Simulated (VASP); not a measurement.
Wanted: the native input for a VASP 6.6.1 run.

* Task: single point
* Functional: r2SCAN
* Potentials or basis: VASP PAW PBE potentials, release 64 (K_sv, F)
* Cutoff: 520 eV
* k mesh: 8 × 8 × 8
* Occupations: gaussian, width 0.01 eV
* Spin: no spin polarisation
* Dipole correction: no
* Further INCAR settings: ALGO = Normal; EDIFF = 1e-06; NBANDS = 15

The system is KF.

```
K F
1.0
     3.26343    0.00000    0.00000
     0.00000    3.26343    0.00000
     0.00000    0.00000    3.16457
K F
1 1
Direct
  0.00000 0.00000 0.00000
  0.50000 0.50000 0.50000
```

This cell differs from its parent crystal: epitaxial xy strain +2.7%.

One way to write it, as run:

POSCAR

```
KF
1.0
    3.2634287040      0.0000000000      0.0000000000
    0.0000000000      3.2634287040      0.0000000000
    0.0000000000      0.0000000000      3.1645678712
K F
1 1
Direct
    0.0000000000      0.0000000000      0.0000000000
    0.5000000000      0.5000000000      0.5000000000
```

INCAR.step1

```
  ALGO = Normal
  EDIFF = 1E-4
  ENCUT = 520
  GGA = PE
  ISMEAR = 0
  LASPH = True
  LCHARG = False
  LREAL = False
  LWAVE = True
  NBANDS = 15
  NELM = 100
  PREC = Accurate
  SIGMA = 0.01
```

INCAR.step2

```
  ALGO = Normal
  EDIFF = 1E-6
  ENCUT = 520
  ISIF = 2
  ISMEAR = 0
  ISTART = 1
  LASPH = True
  LCHARG = True
  LELF = True
  LMIXTAU = True
  LREAL = False
  LVHAR = True
  LWAVE = False
  METAGGA = R2SCAN
  NBANDS = 15
  NELM = 100
  PREC = Accurate
  SIGMA = 0.01
```

KPOINTS

```
k-points
0
Gamma
  8 8 8
```

Potentials or basis: VASP PAW PBE potentials, release 64 (K_sv, F).

Command:

```sh
$ cat potpaw_PBE.64/K_sv/POTCAR potpaw_PBE.64/F/POTCAR > POTCAR
$ cp INCAR.step1 INCAR
$ mpirun -np 1 vasp_std > vasp.out
$ cp INCAR.step2 INCAR
$ mpirun -np 1 vasp_std > vasp.out
```

It gave:

```json
{
  "Pressure": "-1.8 GPa",
  "Band gap on the k mesh": "7.27 eV, indirect (least direct gap 7.31 eV)"
}
```

Caveat: the cell differs from its parent crystal (epitaxial xy strain +2.7%); the PAW data sets were made with another functional, which shifts forces and pressure a little.

Wall time 29 s on 1 thread of Intel(R) Xeon(R) 6975P-C (Granite Rapids), with other jobs on the host, peak memory 0.16 GiB.
